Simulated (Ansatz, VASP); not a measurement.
# One calculation of Ge, two programs

INCAR

```
PREC = Accurate
ENCUT = 520
EDIFF = 1E-6
ISMEAR = 0
SIGMA = 0.15
LREAL = False
LASPH = True
NELM = 80
ALGO = Fast
ISIF = 2
LWAVE = False
LCHARG = False
GGA = PE
NBANDS = 66
```

The input KPOINTS:

```
Automatic mesh
0
Gamma
  15 15 4
```

The input POSCAR:

```
Ge
1.0
    3.9628845326      0.0000000000      0.0000000000
   -1.9814422663      3.4319586775      0.0000000000
    0.0000000000      0.0000000000     14.0385184568
Ge
8
Direct
    0.0000000000      0.0000000000      0.4123984970
    0.0000000000      0.0000000000      0.5876015030
    0.0000000000      0.0000000000      0.9123984970
    0.0000000000      0.0000000000      0.0876015030
    0.3333333333      0.6666666667      0.3442031336
    0.6666666667      0.3333333333      0.6557968664
    0.6666666667      0.3333333333      0.8442031336
    0.3333333333      0.6666666667      0.1557968664
```

Input for Ansatz:

```yaml
crystal:
  lattice:
    - [3.9628845326, 0.0, 0.0]
    - [-1.9814422663, 3.4319586775, 0.0]
    - [0.0, 0.0, 14.0385184568]
  atoms:
    - { symbol: Ge, position: [0.0, 0.0, 0.412398497] }
    - { symbol: Ge, position: [0.0, 0.0, 0.587601503] }
    - { symbol: Ge, position: [0.0, 0.0, 0.912398497] }
    - { symbol: Ge, position: [0.0, 0.0, 0.087601503] }
    - { symbol: Ge, position: [0.3333333333, 0.6666666667, 0.3442031336] }
    - { symbol: Ge, position: [0.6666666667, 0.3333333333, 0.6557968664] }
    - { symbol: Ge, position: [0.6666666667, 0.3333333333, 0.8442031336] }
    - { symbol: Ge, position: [0.3333333333, 0.6666666667, 0.1557968664] }
basis:
  ecutwfc: 420
kpoints:
  mp_grid: { grid: [15, 15, 4] }
hamiltonian:
  xc: pbe
scf:
  occupations: { method: gaussian, width: 0.15 }
output:
  forces: true
  stress: true
  eigenvalues: true
```

Alike in both runs: task single point; functional PBE; k mesh 15 × 15 × 4; occupations gaussian, width 0.15 eV; no spin polarisation.

|  | VASP | Ansatz |
| --- | --- | --- |
| version | VASP 6.6.1 | Ansatz 0.2.0 |
| potentials or method | VASP PAW PBE potentials, release 64 (Ge_d), cutoff 520 eV | scalar-relativistic, plane waves, PAW |
| valence electrons in the cell | 112 | 112 |

VASP gave:

```
gap on the k mesh at the Fermi level (eV)                     : none
pressure (GPa)                                                : 0.3
traceless stress, the component that is largest in VASP (GPa) : -5.08
rms of the force components (eV/Å)                            : 0.265
```

Problem. What did Ansatz give for the same quantities?

Solution. gap on the k mesh at the Fermi level (eV): none; pressure (GPa): 0.3; traceless stress, the component that is largest in VASP (GPa): -5.08; rms of the force components (eV/Å): 0.263.

Atom by atom the forces differ by 0.002 eV/Å (rms over components). A gap of «none» marks a metal or a gap that the smearing closes.
